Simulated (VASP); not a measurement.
# KBr (Pm-3m) in VASP: single point with PBE

Aim: the single point of KBr with PBE.

Program: VASP 6.6.1. These are calculated values, not measurements. Logs are shortened: lines on timing, memory, paths and dates and some standing lists are left out, and cuts for length are marked.

## Step 1: The cell of the first run

The structure is cubic, space group Pm-3m (No. 221). The conventional cell has a = 4.043 Å, b = 4.043 Å, c = 4.043 Å, α = 90.00°, β = 90.00°, γ = 90.00°. Within 4.6 Å of K (site symmetry m-3m) lie 8 Br at 3.50 Å and 6 K at 4.04 Å. Br (site symmetry m-3m) has 8 K at 3.50 Å and 6 Br at 4.04 Å within 4.6 Å.

## Step 2: Single point, PBE

INCAR reads:

```
PREC = Accurate
ENCUT = 500
EDIFF = 1E-6
ISMEAR = -1
SIGMA = 0.02
LREAL = F
LASPH = T
NELM = 120
ALGO = Normal
ISIF = 2
LWAVE = F
LCHARG = F
GGA = PE
NBANDS = 15
GGA_COMPAT = F
```

KPOINTS reads:

```
Automatic mesh
0
Gamma
  5 5 5
```

POSCAR reads:

```
KBr
1.0
    4.0434990000      0.0000000000      0.0000000000
    0.0000000000      4.0434990000      0.0000000000
    0.0000000000      0.0000000000      4.0434990000
K Br
1 1
Direct
    0.0000000000      0.0000000000      0.0000000000
    0.5000000000      0.5000000000      0.5000000000
```

Potentials or basis: VASP PAW PBE potentials, release 64 (K_sv, Br).

Launch:

```
cat potpaw_PBE.64/K_sv/POTCAR potpaw_PBE.64/Br/POTCAR > POTCAR
mpirun -np 1 vasp_std > vasp.out
```

OUTCAR:

```text
PREC = Accurate
   ENCUT = 500
   EDIFF = 1E-6
   ISMEAR = -1
   LREAL = F
   LASPH = T
   NELM = 120
   ISIF = 2
   GGA = PE

 ion  position               nearest neighbor table
   1  0.000  0.000  0.000-
   2  0.500  0.500  0.500-

  LATTYP: Found a simple cubic cell.
 ALAT       =     4.0434990000

  Lattice vectors:

 A1 = (   4.0434990000,   0.0000000000,   0.0000000000)
 A2 = (   0.0000000000,   4.0434990000,   0.0000000000)
 A3 = (   0.0000000000,   0.0000000000,   4.0434990000)

Analysis of symmetry for initial positions (statically):
=====================================================================
 Subroutine PRICEL returns:
 Original cell was already a primitive cell.

 Routine SETGRP: Setting up the symmetry group for a
 simple cubic supercell.

 Subroutine GETGRP returns: Found 48 space group operations
 (whereof 48 operations were pure point group operations)
 out of a pool of 48 trial point group operations.

The static configuration has the point symmetry O_h .

Analysis of symmetry for dynamics (positions and initial velocities):
=====================================================================
 Subroutine PRICEL returns:
 Original cell was already a primitive cell.

 Routine SETGRP: Setting up the symmetry group for a
 simple cubic supercell.

 Subroutine GETGRP returns: Found 48 space group operations
 (whereof 48 operations were pure point group operations)
 out of a pool of 48 trial point group operations.

The dynamic configuration has the point symmetry O_h .

 Subroutine INISYM returns: Found 48 space group operations
 (whereof 48 operations are pure point group operations),
 and found     1 'primitive' translations

----------------------------------------------------------------------------------------

                                     Primitive cell

  volume of cell :      66.1107

  direct lattice vectors                    reciprocal lattice vectors
     4.043499000  0.000000000  0.000000000     0.247310559  0.000000000  0.000000000
     0.000000000  4.043499000  0.000000000     0.000000000  0.247310559  0.000000000
     0.000000000  0.000000000  4.043499000     0.000000000  0.000000000  0.247310559

  length of vectors
     4.043499000  4.043499000  4.043499000     0.247310559  0.247310559  0.247310559

  position of ions in fractional coordinates (direct lattice)
     0.000000000  0.000000000  0.000000000
     0.500000000  0.500000000  0.500000000

  ion indices of the primitive-cell ions
   primitive index   ion index
                 1           1
                 2           2

----------------------------------------------------------------------------------------

 KPOINTS: Automatic mesh

Automatic generation of k-mesh.
 Grid dimensions read from file:
 generate k-points for:    5    5    5

 Generating k-lattice:

  Cartesian coordinates                     Fractional coordinates (reciprocal lattice)
     0.049462112  0.000000000  0.000000000     0.200000000  0.000000000  0.000000000
     0.000000000  0.049462112  0.000000000     0.000000000  0.200000000  0.000000000
     0.000000000  0.000000000  0.049462112     0.000000000  0.000000000  0.200000000

  Length of vectors
     0.049462112  0.049462112  0.049462112

  Shift w.r.t. Gamma in fractional coordinates (k-lattice)
     0.000000000  0.000000000  0.000000000

 Subroutine IBZKPT returns following result:
 ===========================================

 Found     10 irreducible k-points:

 Following reciprocal coordinates:
            Coordinates               Weight
  0.000000  0.000000  0.000000      1.000000
  0.200000  0.000000  0.000000      6.000000
  0.400000  0.000000  0.000000      6.000000
  0.200000  0.200000  0.000000     12.000000
  0.400000  0.200000  0.000000     24.000000
  0.400000  0.400000  0.000000     12.000000
  0.200000  0.200000  0.200000      8.000000
  0.400000  0.200000  0.200000     24.000000
  0.400000  0.400000  0.200000     24.000000
  0.400000  0.400000  0.400000      8.000000
   k-points           NKPTS =     10   k-points in BZ     NKDIM =     10   number of bands    NBANDS=     15
   number of dos      NEDOS =    301   number of ions     NIONS =      2
   total plane-waves  NPLWV =  27000
   dimension x,y,z NGX =    30 NGY =   30 NGZ =   30
   dimension x,y,z NGXF=    60 NGYF=   60 NGZF=   60
   ions per type =               1   1
   NGX,Y,Z   is equivalent  to a cutoff of  12.33, 12.33, 12.33 a.u.
   NGXF,Y,Z  is equivalent  to a cutoff of  24.67, 24.67, 24.67 a.u.
 SYSTEM =  unknown system
   PREC   = accura    normal or accurate (medium, high low for compatibility)
   ISTART =      0    job   : 0-new  1-cont  2-samecut
   ICHARG =      2    charge: 1-file 2-atom 10-const
   ISPIN  =      1    spin polarized calculation?
   LNONCOLLINEAR =      F non collinear calculations
   LSORBIT =      F    spin-orbit coupling
   LASPH  =      T    aspherical Exc in radial PAW
   ENCUT  =  500.0 eV  36.75 Ry    6.06 a.u.   7.37  7.37  7.37*2*pi/ulx,y,z
   NELM   =    120;   NELMIN=  2; NELMDL= -5     # of ELM steps
   EDIFF  = 0.1E-05   stopping-criterion for ELM
   LREAL  =      F    real-space projection
   EDIFFG = 0.1E-04   stopping-criterion for IOM
   NSW    =      0    number of steps for IOM
   IBRION =     -1    ionic relax: 0-MD 1-quasi-New 2-CG
   NFREE  =      0    steps in history (QN), initial steepest desc. (CG)
   ISIF   =      2    stress and relaxation
   ISYM   =      2    0-nonsym 1-usesym 2-fastsym
   POTIM  = 0.5000    time-step for ionic-motion
   TEBEG  =    0.0;   TEEND  =   0.0 temperature during run
   PSTRESS=    0.0 pullay stress
   NELECT =      16.0000    total number of electrons
   NUPDOWN=      -1.0000    fix difference up-down
   EMIN   =  10.00;   EMAX   =-10.00  energy-range for DOS
   EFERMI =   0.00;   METHOD = LEGACY
   ISMEAR =    -1;   SIGMA  =   0.02  broadening in eV -4-tet -1-fermi 0-gaus
   EFERMI_NEDOS =   21; number of points for ismear=-14 and -15
   IALGO  =     38    algorithm
   IMIX   =      4    mixing-type and parameters
     AMIX     =   0.40;   BMIX     =  1.00
     AMIX_MAG =   1.60;   BMIX_MAG =  1.00
  volume/ion in A,a.u.               =      33.06       223.07
  Fermi-wavevector in a.u.,A,eV,Ry     =   1.020213  1.927923 14.161412  1.040834
  Thomas-Fermi vector in A             =   2.153770
   LORBIT       =      0    0 simple, 1 ext, 2 COOP (PROOUT), +10 PAW based schemes
   GGA     = PE    functional components
   LHFCALC =     F    Hartree Fock is set to
   AEXX    =    0.0000 exact exchange contribution
   IVDW    =     0    specifies the selected vdW correction
   LEPSILON=     F    determine dielectric tensor
   LRPA    =     F    only Hartree local field effects (RPA)
 non-spin polarized calculation
  energy-cutoff  :      500.00
  volume of cell :       66.11
 maximum number of plane-waves:      1743
 NGX is ok and might be reduce to    30
   NGX = 15   NGY = 15   NGZ = 15

 number of electron      15.9999999 magnetization

 Free energy of the ion-electron system (eV)
  ---------------------------------------------------
  ext. energy  EPLUGINS =         0.00000000
  ---------------------------------------------------
  free energy    TOTEN  =        -6.07764087 eV

  energy without entropy =       -6.07764087  energy(sigma->0) =       -6.07764087

 E-fermi :  -0.3687     XC(G=0):  -7.8247

 val. band max:       -0.8057807886   @ k =   0.4000   0.4000   0.0000
 cond. band min:       3.1009872311   @ k =   0.0000   0.0000   0.0000
 fundamental gap:      3.9067680197
 Fermi energy:        -0.3686878263

 k-point     1 :       0.0000    0.0000    0.0000
  band No.  band energies     occupation
      1     -29.4309      2.00000
      2     -13.5356      2.00000
      3     -12.8552      2.00000
      4     -12.8552      2.00000
      5     -12.8552      2.00000
      6      -1.0210      2.00000
      7      -1.0210      2.00000
      8      -1.0210      2.00000
      9       3.1010      0.00000
     10       5.0927      0.00000
     11       5.0927      0.00000
     12       8.8929      0.00000
     13       8.8929      0.00000
     14       8.8929      0.00000
     15      11.5463      0.00000

 k-point     2 :       0.2000    0.0000    0.0000
  band No.  band energies     occupation
      1     -29.4274      2.00000
      2     -13.6021      2.00000
      3     -12.8486      2.00000
      4     -12.8486      2.00000
      5     -12.7815      2.00000
      6      -1.7359      2.00000
      7      -1.0111      2.00000
      8      -1.0111      2.00000
      9       3.9379      0.00000
     10       5.3941      0.00000
     11       5.8539      0.00000
     12       8.7926      0.00000
     13       8.7926      0.00000
     14       9.0515      0.00000
     15      10.2925      0.00000

 k-point     3 :       0.4000    0.0000    0.0000
  band No.  band energies     occupation
      1     -29.4218      2.00000
      2     -13.6985      2.00000
      3     -12.8379      2.00000
      4     -12.8379      2.00000
      5     -12.6691      2.00000
      6      -2.5785      2.00000
      7      -0.9959      2.00000
      8      -0.9959      2.00000
      9       5.3553      0.00000
     10       6.1702      0.00000
     11       6.8722      0.00000
     12       8.5294      0.00000
     13       8.8311      0.00000
     14       8.8311      0.00000
     15       9.3576      0.00000
[... 91 lines left out ...]
 k-point     9 :       0.4000    0.4000    0.2000
  band No.  band energies     occupation
      1     -29.4101      2.00000
      2     -13.3497      2.00000
      3     -12.9717      2.00000
      4     -12.8964      2.00000
      5     -12.8699      2.00000
      6      -2.1158      2.00000
      7      -2.0676      2.00000
      8      -1.3574      2.00000
      9       5.2887      0.00000
     10       6.7549      0.00000
     11       7.0422      0.00000
     12       7.1075      0.00000
     13       8.7079      0.00000
     14       8.7164      0.00000
     15      10.4429      0.00000

 k-point    10 :       0.4000    0.4000    0.4000
  band No.  band energies     occupation
      1     -29.4050      2.00000
      2     -13.2299      2.00000
      3     -12.9546      2.00000
      4     -12.9546      2.00000
      5     -12.9341      2.00000
      6      -2.0793      2.00000
      7      -2.0793      2.00000
      8      -2.0463      2.00000
      9       6.1953      0.00000
     10       6.6282      0.00000
     11       6.6282      0.00000
     12       8.1902      0.00000
     13       8.5861      0.00000
     14       8.5861      0.00000
     15      10.5250      0.00000

------------------------ aborting loop because EDIFF is reached ----------------------------------------

  FORCE on cell =-STRESS in cart. coord.  units (eV):
  Direction    XX          YY          ZZ          XY          YZ          ZX
  --------------------------------------------------------------------------------------
  -------------------------------------------------------------------------------------
  Total       -0.0191336     -0.0191336     -0.0191336      0.0000000      0.0000000      0.0000000
  in kB       -0.4636984     -0.4636984     -0.4636984      0.0000000      0.0000000      0.0000000
  external PRESSURE =      -0.4636984 kB  Pullay stress =       0.0000000 kB

 VOLUME and BASIS-vectors are now :
 -----------------------------------------------------------------------------
  energy-cutoff  :      500.00
  volume of cell :       66.11
      direct lattice vectors                 reciprocal lattice vectors
     4.043499000  0.000000000  0.000000000     0.247310559  0.000000000  0.000000000
     0.000000000  4.043499000  0.000000000     0.000000000  0.247310559  0.000000000
     0.000000000  0.000000000  4.043499000     0.000000000  0.000000000  0.247310559

 POSITION                                       TOTAL-FORCE (eV/Angst)
 -----------------------------------------------------------------------------------
      0.00000      0.00000      0.00000         0.000000      0.000000      0.000000
      2.02175      2.02175      2.02175         0.000000      0.000000      0.000000
 -----------------------------------------------------------------------------------
    total drift:                                0.000000      0.000000     -0.000000

  FREE ENERGIE OF THE ION-ELECTRON SYSTEM (eV)
  ---------------------------------------------------
  free  energy   TOTEN  =        -6.0776408738 eV

  energy  without entropy=       -6.0776408738  energy(sigma->0) =       -6.07764087
```

Wall time 4.4 s (1 thread of Intel Xeon 6975P-C (Granite Rapids), shared host); peak memory 0.16 GiB.

What came out:

* Free energy: -6.0776 eV
* Pressure: 0.0 GPa
* Band gap on the k mesh: 3.91 eV, indirect (least direct gap 4.12 eV)

Levels at points of the mesh, in eV from the valence-band top:
| k point | band 5 | band 6 | band 7 | band 8 | band 9 | band 10 | band 11 | band 12 |
| --- | --- | --- | --- | --- | --- | --- | --- | --- |
| (0.00, 0.00, 0.00) | -12.05 | -0.22 | -0.22 | -0.22 | 3.91 | 5.90 | 5.90 | 9.70 |

A k mesh can miss the band edges. A hybrid or GW would open this gap; PBE tends to underestimate it.
